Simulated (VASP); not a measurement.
# Zn3O4 (P6/mmm) in VASP: single point with PBE

Aim: the single point of Zn3O4 with PBE.

Everything below comes from runs of VASP 6.6.1. Logs are shortened: lines on timing, memory, paths and dates and some standing lists are left out, and cuts for length are marked.

## (1) The cell of the first run

It takes space group P6/mmm (No. 191, hexagonal). Conventional cell: a = 5.434 Å, b = 5.434 Å, c = 3.223 Å, α = 90.00°, β = 90.00°, γ = 120.00°. Zn (site symmetry mmm) has 8 O at 2.25 to 2.80 Å and 4 Zn at 2.72 Å within 3.0 Å. Within 1.8 Å of O (site symmetry 6mm) lie 1 O at 1.34 Å. O (site symmetry -6m2) has 6 Zn at 2.25 Å within 3.0 Å.

## (2) Single point, PBE

INCAR

```
  PREC = Accurate
  ENCUT = 1340
  EDIFF = 1E-6
  ISMEAR = 0
  SIGMA = 0.2
  LREAL = False
  LASPH = True
  NELM = 120
  ALGO = Normal
  ISIF = 2
  LWAVE = False
  LCHARG = False
  GGA = PE
  NBANDS = 39
  GGA_COMPAT = False
```

KPOINTS

```
regular mesh
0
Gamma
  6 6 6
```

POSCAR

```
Zn3O4
1.0
    0.0000000000      0.0000000000      3.2227897439
    5.4341990936      0.0000000000      0.0000000000
   -2.7170995468      4.7061544643      0.0000000000
Zn O
3 4
Direct
    0.0000000000      0.0000000000      0.5000000000
    0.0000000000      0.5000000000      0.0000000000
    0.0000000000      0.5000000000      0.5000000000
    0.2084283560      0.0000000000      0.0000000000
    0.7915716440      0.0000000000      0.0000000000
    0.5000000000      0.3333333333      0.6666666667
    0.5000000000      0.6666666667      0.3333333333
```

Potentials or basis: VASP PAW PBE potentials, release 64 (Zn, O_h).

Launch:

```console
$ cat potpaw_PBE.64/Zn/POTCAR potpaw_PBE.64/O_h/POTCAR > POTCAR
$ mpirun -np 1 vasp_std > vasp.out
```

OUTCAR:

```text
PREC = Accurate
   ENCUT = 1340
   EDIFF = 1E-6
   ISMEAR = 0
   LREAL = False
   LASPH = True
   NELM = 120
   ISIF = 2
   GGA = PE

 ion  position               nearest neighbor table
   1  0.000  0.000  0.500-   6 2.25   7 2.25   6 2.25   7 2.25   3 2.72   3 2.72   2 2.72   2 2.72

   2  0.000  0.500  0.000-   6 2.25   7 2.25   6 2.25   7 2.25   3 2.72   1 2.72   1 2.72   3 2.72

   3  0.000  0.500  0.500-   6 2.25   7 2.25   6 2.25   7 2.25   1 2.72   1 2.72   2 2.72   2 2.72

   4  0.208  0.000  0.000-   5 1.34
   5  0.792  0.000  0.000-   4 1.34
   6  0.500  0.333  0.667-   1 2.25   1 2.25   2 2.25   2 2.25   3 2.25   3 2.25
   7  0.500  0.667  0.333-   1 2.25   1 2.25   2 2.25   2 2.25   3 2.25   3 2.25

  LATTYP: Found a hexagonal cell.
 ALAT       =     5.4341990936
 C/A-ratio  =     0.5930569875

  Lattice vectors:

 A1 = (   5.4341990936,   0.0000000000,   0.0000000000)
 A2 = (  -2.7170995468,   4.7061544643,   0.0000000000)
 A3 = (   0.0000000000,   0.0000000000,   3.2227897439)

Analysis of symmetry for initial positions (statically):
=====================================================================
 Subroutine PRICEL returns:
 Original cell was already a primitive cell.

 Routine SETGRP: Setting up the symmetry group for a
 hexagonal supercell.

 Subroutine GETGRP returns: Found 24 space group operations
 (whereof 24 operations were pure point group operations)
 out of a pool of 24 trial point group operations.

The static configuration has the point symmetry D_6h.

Analysis of symmetry for dynamics (positions and initial velocities):
=====================================================================
 Subroutine PRICEL returns:
 Original cell was already a primitive cell.

 Routine SETGRP: Setting up the symmetry group for a
 hexagonal supercell.

 Subroutine GETGRP returns: Found 24 space group operations
 (whereof 24 operations were pure point group operations)
 out of a pool of 24 trial point group operations.

The dynamic configuration has the point symmetry D_6h.

 Subroutine INISYM returns: Found 24 space group operations
 (whereof 24 operations are pure point group operations),
 and found     1 'primitive' translations

----------------------------------------------------------------------------------------

[... 99 lines left out ...]
   LASPH  =      T    aspherical Exc in radial PAW
   ENCUT  = 1340.0 eV  98.49 Ry    9.92 a.u.   9.62 16.22 16.22*2*pi/ulx,y,z
   NELM   =    120;   NELMIN=  2; NELMDL= -5     # of ELM steps
   EDIFF  = 0.1E-05   stopping-criterion for ELM
   LREAL  =      F    real-space projection
   EDIFFG = 0.1E-04   stopping-criterion for IOM
   NSW    =      0    number of steps for IOM
   IBRION =     -1    ionic relax: 0-MD 1-quasi-New 2-CG
   NFREE  =      0    steps in history (QN), initial steepest desc. (CG)
   ISIF   =      2    stress and relaxation
   ISYM   =      2    0-nonsym 1-usesym 2-fastsym
   POTIM  = 0.5000    time-step for ionic-motion
   TEBEG  =    0.0;   TEEND  =   0.0 temperature during run
   PSTRESS=    0.0 pullay stress
   NELECT =      60.0000    total number of electrons
   NUPDOWN=      -1.0000    fix difference up-down
   EMIN   =  10.00;   EMAX   =-10.00  energy-range for DOS
   EFERMI =   0.00;   METHOD = LEGACY
   ISMEAR =     0;   SIGMA  =   0.20  broadening in eV -4-tet -1-fermi 0-gaus
   EFERMI_NEDOS =   21; number of points for ismear=-14 and -15
   IALGO  =     38    algorithm
   IMIX   =      4    mixing-type and parameters
     AMIX     =   0.40;   BMIX     =  1.00
     AMIX_MAG =   1.60;   BMIX_MAG =  1.00
  volume/ion in A,a.u.               =      11.77        79.46
  Fermi-wavevector in a.u.,A,eV,Ry     =   1.472699  2.782998 29.508895  2.168843
  Thomas-Fermi vector in A             =   2.587682
   LORBIT       =      0    0 simple, 1 ext, 2 COOP (PROOUT), +10 PAW based schemes
   GGA     = PE    functional components
   LHFCALC =     F    Hartree Fock is set to
   AEXX    =    0.0000 exact exchange contribution
   IVDW    =     0    specifies the selected vdW correction
   LEPSILON=     F    determine dielectric tensor
   LRPA    =     F    only Hartree local field effects (RPA)
 non-spin polarized calculation
 Gauss-broadening in eV      SIGMA  =   0.20
  energy-cutoff  :     1340.00
  volume of cell :       82.42
 maximum number of plane-waves:      9220
 NGX is ok and might be reduce to    40
   NGX = 19   NGY = 33   NGZ = 33

 number of electron      60.0000001 magnetization

 Free energy of the ion-electron system (eV)
  ---------------------------------------------------
  ext. energy  EPLUGINS =         0.00000000
  ---------------------------------------------------
  free energy    TOTEN  =       -25.13977543 eV

  energy without entropy =      -25.07195003  energy(sigma->0) =      -25.10586273

 E-fermi :   3.4563     XC(G=0): -11.0060

 val. band max:        3.4039826246   @ k =   0.1667   0.3333  -0.0000
 cond. band min:       3.5639802356   @ k =   0.5000   0.3333   0.1667
 fundamental gap:      0.1599976110
 Fermi energy:         3.4562979659

 k-point     1 :       0.0000    0.0000    0.0000
  band No.  band energies     occupation
      1     -20.5931      2.00000
      2     -15.9937      2.00000
      3     -15.3811      2.00000
      4      -9.2728      2.00000
      5      -5.6753      2.00000
      6      -5.0522      2.00000
[... 997 lines left out ...]
     38      10.2415      0.00000
     39      11.9798      0.00000

 [... further k-points ...]
[... 5 lines left out ...]
  --------------------------------------------------------------------------------------
  -------------------------------------------------------------------------------------
  Total       -0.1570985     -0.1570985      0.4661703      0.0000000      0.0000000      0.0000000
  in kB       -3.0538586     -3.0538586      9.0619456      0.0000000      0.0000000      0.0000000
  external PRESSURE =       0.9847428 kB  Pullay stress =       0.0000000 kB

 VOLUME and BASIS-vectors are now :
 -----------------------------------------------------------------------------
  energy-cutoff  :     1340.00
  volume of cell :       82.42
      direct lattice vectors                 reciprocal lattice vectors
     0.000000000  0.000000000  3.222789744     0.000000000  0.000000000  0.310290177
     5.434199094  0.000000000  0.000000000     0.184019758  0.106243857  0.000000000
    -2.717099547  4.706154464  0.000000000     0.000000000  0.212487713  0.000000000

 POSITION                                       TOTAL-FORCE (eV/Angst)
 -----------------------------------------------------------------------------------
     -1.35855      2.35308      0.00000         0.000000      0.000000      0.000000
      2.71710      0.00000      0.00000         0.000000      0.000000      0.000000
      1.35855      2.35308      0.00000         0.000000      0.000000      0.000000
      0.00000      0.00000      0.67172         0.000000      0.000000      0.011972
      0.00000      0.00000      2.55107        -0.000000      0.000000     -0.011972
     -0.00000      3.13744      1.61139        -0.000000      0.000000      0.000000
      2.71710      1.56872      1.61139         0.000000      0.000000      0.000000
 -----------------------------------------------------------------------------------
    total drift:                                0.000000     -0.000000     -0.000000

  FREE ENERGIE OF THE ION-ELECTRON SYSTEM (eV)
  ---------------------------------------------------
  free  energy   TOTEN  =       -25.1397754303 eV

  energy  without entropy=      -25.0719500325  energy(sigma->0) =      -25.10586273
```

OSZICAR:

```text
N       E                     dE             d eps       ncg     rms          rms(c)
DAV:   1     0.881651922123E+03    0.88165E+03   -0.50893E+04  2200   0.409E+03
DAV:   2     0.159887860558E+03   -0.72176E+03   -0.68781E+03  2192   0.831E+02
DAV:   3    -0.134636107209E+02   -0.17335E+03   -0.16415E+03  2734   0.270E+02
DAV:   4    -0.303732109077E+02   -0.16910E+02   -0.16511E+02  2481   0.832E+01
DAV:   5    -0.308157980841E+02   -0.44259E+00   -0.43925E+00  2645   0.132E+01    0.156E+01
DAV:   6    -0.256796128983E+02    0.51362E+01   -0.31751E+01  3624   0.738E+01    0.107E+01
DAV:   7    -0.258191442200E+02   -0.13953E+00   -0.15769E+01  2918   0.232E+01    0.782E+00
DAV:   8    -0.252146453510E+02    0.60450E+00   -0.18272E+00  2881   0.841E+00    0.406E+00
DAV:   9    -0.252243583519E+02   -0.97130E-02   -0.12864E+00  2868   0.701E+00    0.267E+00
DAV:  10    -0.251409357008E+02    0.83423E-01   -0.51524E-01  2910   0.406E+00    0.497E-01
DAV:  11    -0.251407228745E+02    0.21283E-03   -0.56787E-02  3160   0.196E+00    0.329E-01
DAV:  12    -0.251396535453E+02    0.10693E-02   -0.92058E-03  2937   0.917E-01    0.544E-02
DAV:  13    -0.251397647312E+02   -0.11119E-03   -0.94292E-04  2564   0.240E-01    0.345E-02
DAV:  14    -0.251397739339E+02   -0.92027E-05   -0.91660E-05  3055   0.120E-01    0.220E-02
DAV:  15    -0.251397757364E+02   -0.18024E-05   -0.29537E-05  2961   0.643E-02    0.783E-03
DAV:  16    -0.251397754303E+02    0.30605E-06   -0.53777E-06  2732   0.321E-02
   1 F= -.25139775E+02 E0= -.25105863E+02  d E =-.678254E-01
```

It took 5.1 min on 1 thread of Intel Xeon Platinum 8488C (Sapphire Rapids), shared host; peak memory 0.63 GiB.

What came out:

| Item | Value |
| --- | --- |
| Free energy | -25.1398 eV |
| Pressure | 0.1 GPa |
| Largest force | 0.012 eV/Å |
| Band gap on the k mesh | zero (bands 30 and 31 overlap by 0.60 eV) |

Forces on the atoms (eV/Å):
```
Zn   0.000  0.000  0.000
Zn   0.000  0.000  0.000
Zn   0.000  0.000  0.000
O    0.000  0.000  0.012
O    0.000  0.000 -0.012
O    0.000  0.000  0.000
O    0.000  0.000  0.000
```

Stress tensor (GPa, compression positive):
```
-0.31  0.00  0.00
 0.00 -0.31  0.00
 0.00  0.00  0.91
```

Levels at points of the mesh, in eV from the Fermi level:
| k point | band 27 | band 28 | band 29 | band 30 | band 31 | band 32 | band 33 | band 34 |
| --- | --- | --- | --- | --- | --- | --- | --- | --- |
| (0.00, 0.00, 0.00) | -3.82 | -3.33 | -2.62 | 0.36 | 0.36 | 2.13 | 3.67 | 3.67 |
| (0.50, 0.00, 0.00) | -2.88 | -2.88 | -1.39 | -1.39 | 1.45 | 1.45 | 2.01 | 3.66 |
| (0.00, 0.50, 0.00) | -3.69 | -3.22 | -0.86 | -0.33 | 0.32 | 0.32 | 2.63 | 3.75 |
| (0.50, 0.50, 0.00) | -3.09 | -2.68 | -1.63 | -1.44 | 0.41 | 1.29 | 2.51 | 4.62 |

Caveat: semilocal functionals underestimate gaps, and a narrow one can read as zero.

The gap in the log of VASP goes by the Fermi energy; the results here count the filled bands.